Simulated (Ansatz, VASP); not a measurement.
Ge: VASP beside Ansatz

The input INCAR:

```
SYSTEM = Ge
PREC = Accurate
ENCUT = 600
EDIFF = 1E-6
ISMEAR = 0
SIGMA = 0.1
LREAL = .False.
LASPH = .True.
NELM = 60
ALGO = Normal
ISIF = 3
LWAVE = .False.
LCHARG = .False.
GGA = PE
IBRION = 2
NSW = 90
EDIFFG = -0.04
```

The input KPOINTS:

```
Automatic mesh
0
Gamma
  6 6 6
  0 0 0
```

File POSCAR:

```
Ge
1.0
   -2.1925173100      2.1925173100      4.3729931900
    2.1925173100     -2.1925173100      4.3729931900
    2.1925173100      2.1925173100     -4.3729931900
Ge
4
Direct
    0.3750000000      0.9863820100      0.1113820100
    0.7363820100      0.1250000000      0.1113820100
    0.0136179900      0.6250000000      0.8886179900
    0.8750000000      0.2636179900      0.8886179900
```

Input for Ansatz:

```yaml
crystal:
  lattice:
    - [-2.19251731, 2.19251731, 4.37299319]
    - [2.19251731, -2.19251731, 4.37299319]
    - [2.19251731, 2.19251731, -4.37299319]
  atoms:
    - { symbol: Ge, position: [0.375, 0.98638201, 0.11138201] }
    - { symbol: Ge, position: [0.73638201, 0.125, 0.11138201] }
    - { symbol: Ge, position: [0.01361799, 0.625, 0.88861799] }
    - { symbol: Ge, position: [0.875, 0.26361799, 0.88861799] }
basis:
  ecutwfc: 420
kpoints:
  mp_grid: { grid: [6, 6, 6] }
hamiltonian:
  xc: pbe
scf:
  occupations: { method: gaussian, width: 0.1 }
  lower_state_search: "off"
output:
  forces: true
  stress: true
  eigenvalues: true
relax:
  adjacent_minimum: "off"
  f_tol: 0.04
  max_steps: 70
  cell: { stress_tol: 0.4 }
```

Alike in both runs: task relaxation of cell and atoms; functional PBE; k mesh 6 × 6 × 6; occupations gaussian, width 0.1 eV; no spin polarisation.

```csv
,VASP,Ansatz
version,VASP 6.6.1,Ansatz 0.2.0
potentials or method,"VASP PAW PBE potentials, release 64 (Ge_d), cutoff 600 eV","scalar-relativistic, plane waves, PAW"
valence electrons in the cell,56,56
```

|  | VASP | Ansatz | Ansatz less VASP |
| --- | --- | --- | --- |
| gap on the k mesh at the Fermi level, each at its own relaxed structure (eV) | none | none | - |
| relaxed volume (Å³/atom) | 19.94 | 19.96 | +0.021 |
| relaxed length of the cell vector where the two differ most in proportion (Å) | 6.028 | 6.025 | -0.0031 |

A gap of «none» marks a metal or a gap that the smearing closes.
